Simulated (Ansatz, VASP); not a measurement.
SiC: VASP beside Ansatz

```
Si C
1.0
    -0.02336    2.18841    2.18841
     2.18841   -0.02336    2.18841
     2.18841    2.18841   -0.02336
Si C
1 1
Cartesian
  -0.0021 -0.0021 -0.0021
  1.0905 1.0905 1.0905
```

Change from the starting cell: strained cell.

Alike in both runs: functional PBE; k mesh 9 × 9 × 9; occupations gaussian, width 0.02 eV; no spin polarisation.

Ansatz relaxed the structure, and its values are those at the end. VASP's run is a single point on that final structure, the one shown.

```csv
,VASP,Ansatz
version,VASP 6.6.1,Ansatz 0.2.0
potentials or method,"VASP PAW PBE potentials, release 64 (Si, C), cutoff 600 eV","scalar-relativistic, plane waves, PAW"
valence electrons in the cell,8,8
```

|  | VASP | Ansatz | Ansatz less VASP |
| --- | --- | --- | --- |
| gap on the k mesh at the Fermi level (eV) | 1.42 | 1.43 | +0.002 |
| least direct gap on the mesh (eV) | 4.49 | 4.49 | +0.003 |
| pressure (GPa) | -3.0 | -2.8 | +0.17 |

Ansatz's warnings: stress scf threshold loose.
